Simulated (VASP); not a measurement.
# MnAs (P6_3/mmc) in VASP: vibrations by perturbation theory with PBEsol

Aim: the vibrations by perturbation theory of MnAs with PBEsol.

Program: VASP 6.6.1. These are calculated values, not measurements. Logs are shortened: lines on timing, memory, paths and dates and some standing lists are left out, and cuts for length are marked.

## Step 1: The cell of the first run

It takes space group P6_3/mmc (No. 194, hexagonal). The conventional cell has a = 3.571 Å, b = 3.571 Å, c = 5.336 Å, α = 90.00°, β = 90.00°, γ = 120.00°. Within 3.2 Å of Mn (site symmetry -3m) lie 6 As at 2.46 Å and 2 Mn at 2.67 Å. As (site symmetry -6m2) has 6 Mn at 2.46 Å within 3.2 Å.

## Step 2: Vibrations by perturbation theory, PBEsol, collinear spin, ferromagnetic start

Input file INCAR:

```
ALGO = Normal
EDIFF = 1E-8
ENCUT = 500
GGA = PS
GGA_COMPAT = False
IBRION = 8
ISIF = 2
ISMEAR = -1
ISPIN = 2
KPAR = 4
LASPH = True
LCHARG = False
LMAXMIX = 4
LORBIT = 11
LREAL = False
LWAVE = False
MAGMOM = 2.4 2.4 0 0
NELM = 200
NSW = 1
PREC = Accurate
SIGMA = 0.1
```

Input file KPOINTS:

```
k-points
0
Gamma
  10 10 6
```

Input file POSCAR:

```
MnAs
1.0
    3.5707637050      0.0000000000      0.0000000000
   -1.7853818525      3.0923720794      0.0000000000
    0.0000000000      0.0000000000      5.3362912435
Mn As
2 2
Direct
    0.0000000000      0.0000000000      0.0000000000
    0.0000000000      0.0000000000      0.5000000000
    0.3333333333      0.6666666667      0.2500000000
    0.6666666667      0.3333333333      0.7500000000
```

Potentials or basis: VASP PAW PBE potentials, release 64 (Mn_pv, As).

On the command line:

```
> cat potpaw_PBE.64/Mn_pv/POTCAR potpaw_PBE.64/As/POTCAR > POTCAR
> mpirun -np 4 vasp_std > vasp.out
```

OUTCAR:

```text
EDIFF = 1E-8
   ENCUT = 500
   GGA = PS
   IBRION = 8
   ISIF = 2
   ISMEAR = -1
   ISPIN = 2
   LASPH = True
   LORBIT = 11
   LREAL = False
   NELM = 200
   NSW = 1
   PREC = Accurate

 ion  position               nearest neighbor table
   1  0.000  0.000  0.000-   3 2.46   4 2.46   3 2.46   4 2.46   4 2.46   3 2.46   2 2.67   2 2.67

   2  0.000  0.000  0.500-   3 2.46   4 2.46   3 2.46   4 2.46   4 2.46   3 2.46   1 2.67   1 2.67

   3  0.333  0.667  0.250-   1 2.46   2 2.46   1 2.46   2 2.46   1 2.46   2 2.46
   4  0.667  0.333  0.750-   1 2.46   2 2.46   1 2.46   2 2.46   1 2.46   2 2.46

  LATTYP: Found a hexagonal cell.
 ALAT       =     3.5707637050
 C/A-ratio  =     1.4944397570

  Lattice vectors:

 A1 = (   3.5707637050,   0.0000000000,   0.0000000000)
 A2 = (  -1.7853818525,   3.0923720794,   0.0000000000)
 A3 = (   0.0000000000,   0.0000000000,   5.3362912435)

Analysis of symmetry for initial positions (statically):
=====================================================================
 Subroutine PRICEL returns:
 Original cell was already a primitive cell.

 Routine SETGRP: Setting up the symmetry group for a
 hexagonal supercell.

 Subroutine GETGRP returns: Found 24 space group operations
 (whereof 12 operations were pure point group operations)
 out of a pool of 24 trial point group operations.

The static configuration has the point symmetry D_3d.
 The point group associated with its full space group is D_6h.

Analysis of symmetry for dynamics (positions and initial velocities):
=====================================================================
 Subroutine PRICEL returns:
 Original cell was already a primitive cell.

 Routine SETGRP: Setting up the symmetry group for a
 hexagonal supercell.

 Subroutine GETGRP returns: Found 24 space group operations
 (whereof 12 operations were pure point group operations)
 out of a pool of 24 trial point group operations.

The dynamic configuration has the point symmetry D_3d.
 The point group associated with its full space group is D_6h.

Analysis of structural, dynamic, and magnetic symmetry:
=====================================================================
 Subroutine PRICEL returns:
 Original cell was already a primitive cell.

 Routine SETGRP: Setting up the symmetry group for a
 hexagonal supercell.

 Subroutine GETGRP returns: Found 24 space group operations
 (whereof 12 operations were pure point group operations)
 out of a pool of 24 trial point group operations.

The overall configuration has the point symmetry D_3d.
 The point group associated with its full space group is D_6h.

 Subroutine INISYM returns: Found 24 space group operations
 (whereof 12 operations are pure point group operations),
 and found     1 'primitive' translations

----------------------------------------------------------------------------------------

                                     Primitive cell

  volume of cell :      58.9240

  direct lattice vectors                    reciprocal lattice vectors
     3.570763705  0.000000000  0.000000000     0.280052135  0.161688176  0.000000000
    -1.785381853  3.092372079  0.000000000     0.000000000  0.323376351  0.000000000
     0.000000000  0.000000000  5.336291243     0.000000000  0.000000000  0.187396069

  length of vectors
     3.570763705  3.570763705  5.336291243     0.323376351  0.323376351  0.187396069

  position of ions in fractional coordinates (direct lattice)
     0.000000000  0.000000000  0.000000000
     0.000000000  0.000000000  0.500000000
     0.333333333  0.666666667  0.250000000
     0.666666667  0.333333333  0.750000000

  ion indices of the primitive-cell ions
   primitive index   ion index
                 1           1
                 2           2
                 3           3
                 4           4

----------------------------------------------------------------------------------------

 KPOINTS: k-points

Automatic generation of k-mesh.
 Grid dimensions read from file:
[... 106 lines left out ...]

 Free energy of the ion-electron system (eV)
  ---------------------------------------------------
  ext. energy  EPLUGINS =         0.00000000
  ---------------------------------------------------
  free energy    TOTEN  =       -30.57990449 eV

  energy without entropy =      -30.47831607  energy(sigma->0) =      -30.52911028

 E-fermi :   8.1509     XC(G=0): -12.0116

 val. band max:        8.1353544117   @ k =   0.2000   0.2000   0.5000
 cond. band min:       8.1678232627   @ k =   0.2000  -0.0000   0.5000
 fundamental gap:      0.0324688510
 Fermi energy:         8.1508846126

 spin component 1

 k-point     1 :       0.0000    0.0000    0.0000
  band No.  band energies     occupation
      1     -41.1248      1.00000
      2     -41.1248      1.00000
      3     -41.1041      1.00000
      4     -41.1041      1.00000
      5     -41.0273      1.00000
      6     -40.8272      1.00000
[... 637 lines left out ...]
     23      10.0995      0.00000
     24      10.7555      0.00000

 [... further k-points ...]

 spin component 2

 k-point     1 :       0.0000    0.0000    0.0000
  band No.  band energies     occupation
      1     -38.6330      1.00000
      2     -38.5120      1.00000
      3     -38.5120      1.00000
      4     -38.4882      1.00000
      5     -38.4882      1.00000
      6     -38.4098      1.00000
[... 640 lines left out ...]
 [... further k-points ...]
[... 5 lines left out ...]
  --------------------------------------------------------------------------------------
  -------------------------------------------------------------------------------------
  Total        0.1069619      0.1069619      0.0927439      0.0000000      0.0000000      0.0000000
  in kB        2.9083534      2.9083534      2.5217585      0.0000000      0.0000000      0.0000000
  external PRESSURE =       2.7794884 kB  Pullay stress =       0.0000000 kB

 VOLUME and BASIS-vectors are now :
 -----------------------------------------------------------------------------
  energy-cutoff  :      500.00
  volume of cell :       58.92
      direct lattice vectors                 reciprocal lattice vectors
     3.570763705  0.000000000  0.000000000     0.280052135  0.161688176  0.000000000
    -1.785381853  3.092372079  0.000000000     0.000000000  0.323376351  0.000000000
     0.000000000  0.000000000  5.336291243     0.000000000  0.000000000  0.187396069

 POSITION                                       TOTAL-FORCE (eV/Angst)
 -----------------------------------------------------------------------------------
      0.00000      0.00000      0.00000         0.000000      0.000000      0.000000
      0.00000      0.00000      2.66815         0.000000      0.000000      0.000000
     -0.00000      2.06158      1.33407        -0.000000      0.000000      0.000000
      1.78538      1.03079      4.00222         0.000000     -0.000000     -0.000000
 -----------------------------------------------------------------------------------
    total drift:                               -0.000000      0.000000     -0.000000

  FREE ENERGIE OF THE ION-ELECTRON SYSTEM (eV)
  ---------------------------------------------------
  free  energy   TOTEN  =       -30.5799044880 eV

  energy  without entropy=      -30.4783160681  energy(sigma->0) =      -30.52911028

[... ionic steps 2 to 9 ...]

--------------------------------------- Ionic step       10  -------------------------------------------

------------------------ aborting loop because EDIFF is reached ----------------------------------------

[... ionic steps 11 to 11 ...]

--------------------------------------- Ionic step       12  -------------------------------------------

 Free energy of the ion-electron system (eV)
  ---------------------------------------------------
  ---------------------------------------------------
  free energy    TOTEN  =        -0.05476314 eV

  energy without entropy =       -0.05476315

------------------------ aborting loop because EDIFF is reached ----------------------------------------

 INTERNAL STRAIN TENSOR  FOR ION    3  DIRECTION 3   (eV/Angst):
 -----------------------------------------------------------------------------
     0.00071  0.00000  0.00000
     0.00000  0.00071 -0.00000
    -0.00000  0.00000 -0.00696

 INTERNAL STRAIN TENSOR FOR ION    4 for displacements in x,y,z  (eV/Angst):
          X           Y           Z          XY          YZ          ZX
  --------------------------------------------------------------------------------
  x     0.00000    -0.00000     0.00000    -7.78508     0.00000     0.00000
  y    -7.78508     7.78508     0.00000     0.00000     0.00000     0.00000
  z    -0.00000     0.00000     0.00000    -0.00000     0.00000     0.00000

 SECOND DERIVATIVES (NOT SYMMETRIZED)
 ------------------------------------
               1X          1Y          1Z          2X          2Y          2Z          3X          3Y          3Z          4X          4Y          4Z
  1X    -8.646848    0.000000    0.000000    0.136217    0.000000    0.000000    4.255315    0.000000    0.000000    4.255315    0.000000    0.000000
  1Y     0.000000   -8.646848    0.000000    0.000000    0.136217    0.000000    0.000000    4.255315    0.000000    0.000000    4.255315    0.000000
  1Z     0.000000    0.000000  -10.141715   -0.000000   -0.000000    4.244313    0.000000   -0.000000    2.948701    0.000000   -0.000000    2.948701
  2X     0.136217    0.000000    0.000000   -8.646848    0.000000    0.000000    4.255315    0.000000    0.000000    4.255315    0.000000    0.000000
  2Y     0.000000    0.136217    0.000000    0.000000   -8.646848    0.000000    0.000000    4.255315    0.000000    0.000000    4.255315    0.000000
  2Z     0.000000    0.000000    4.244313    0.000000    0.000000  -10.141715    0.000000    0.000000    2.948701    0.000000    0.000000    2.948701
  3X     4.233834   -0.000000    0.000000    4.233834   -0.000000    0.000000   -9.525079    0.000000    0.000000    1.057412    0.000000    0.000000
  3Y     0.000000    4.233834   -0.000000    0.000000    4.233834    0.000000    0.000000   -9.525079    0.000000   -0.000000    1.057412    0.000000
  3Z    -0.000000   -0.000000    2.924485    0.000000    0.000000    2.924485    0.000000    0.000000   -7.660294    0.000000    0.000000    1.811324
  4X     4.233834   -0.000000    0.000000    4.233834   -0.000000    0.000000    1.057412    0.000000    0.000000   -9.525079    0.000000    0.000000
  4Y     0.000000    4.233834   -0.000000    0.000000    4.233834    0.000000   -0.000000    1.057412    0.000000    0.000000   -9.525079    0.000000
  4Z    -0.000000   -0.000000    2.924485    0.000000    0.000000    2.924485    0.000000    0.000000    1.811324    0.000000    0.000000   -7.660294

 Eigenvectors and eigenvalues of the dynamical matrix
 ----------------------------------------------------

   1 f  =    8.092157 THz    50.844520 2PiTHz  269.925292 cm-1    33.466456 meV
             X         Y         Z           dx          dy          dz
      0.000000  0.000000  0.000000    -0.537670   -0.000004   -0.000000
      0.000000  0.000000  2.668146    -0.537670   -0.000004    0.000000
     -0.000000  2.061581  1.334073     0.459250    0.000004   -0.000000
      1.785382  1.030791  4.002218     0.459250    0.000004   -0.000000
[... 71 lines left out ...]
  12 f/i=    0.013704 THz     0.086104 2PiTHz    0.457115 cm-1     0.056675 meV
             X         Y         Z           dx          dy          dz
      0.000000  0.000000  0.000000     0.000000    0.000000    0.458827
      0.000000  0.000000  2.668146     0.000000    0.000000    0.458827
     -0.000000  2.061581  1.334073     0.000000    0.000000    0.538031
      1.785382  1.030791  4.002218     0.000000    0.000000    0.538031

--------------------------------------------------------------------------------------------------------

 ELASTIC MODULI CONTR FROM IONIC RELAXATION (kBar)
 Direction    XX          YY          ZZ          XY          YZ          ZX
 --------------------------------------------------------------------------------
 XX        -311.4487    311.4487      0.0000     -0.0000      0.0000      0.0000
 YY         311.4487   -311.4487     -0.0000      0.0000      0.0000      0.0000
 ZZ           0.0000     -0.0000     -0.0000      0.0000      0.0000      0.0000
 XY          -0.0000      0.0000      0.0000   -311.4487      0.0000      0.0000
 YZ           0.0000      0.0000      0.0000      0.0000      0.0000      0.0000
 ZX           0.0000      0.0000      0.0000      0.0000      0.0000      0.0000
 --------------------------------------------------------------------------------

 total charge

# of ion       s       p       d       tot
------------------------------------------
    1        0.314   6.308   5.201  11.822
    2        0.314   6.308   5.201  11.822
    3        1.211   1.562   0.079   2.852
    4        1.211   1.562   0.079   2.852
--------------------------------------------------
tot          3.048  15.740  10.561  29.349

 magnetization (x)

# of ion       s       p       d       tot
------------------------------------------
    1        0.026   0.023   2.399   2.447
    2        0.026   0.023   2.399   2.447
    3       -0.004  -0.094   0.006  -0.092
    4       -0.004  -0.094   0.006  -0.092
--------------------------------------------------
tot          0.044  -0.143   4.811   4.711
```

It took 6.1 min on 4 MPI ranks of Intel Xeon 6975P-C (Granite Rapids), shared host; peak memory 1 GiB.

Results:

```
Net moment                                            : 4.80 μB per cell
Site moments                                          : Mn +2.45; As -0.09 μB
Valence electrons inside the program's atomic spheres : Mn 11.82; As 2.85
Highest phonon frequency at Γ                         : 270 cm⁻¹
```

Phonon frequencies in cm⁻¹ (negative: imaginary):
```csv
q point,frequencies
"(0.000, 0.000, 0.000)",0 0 0 185 196 196 209 209 225 267 270 270
```

Caveat: the PAW data sets were made with another functional, which shifts forces and pressure a little; the run started ferromagnetic, and an antiferromagnetic order may lie lower in energy.
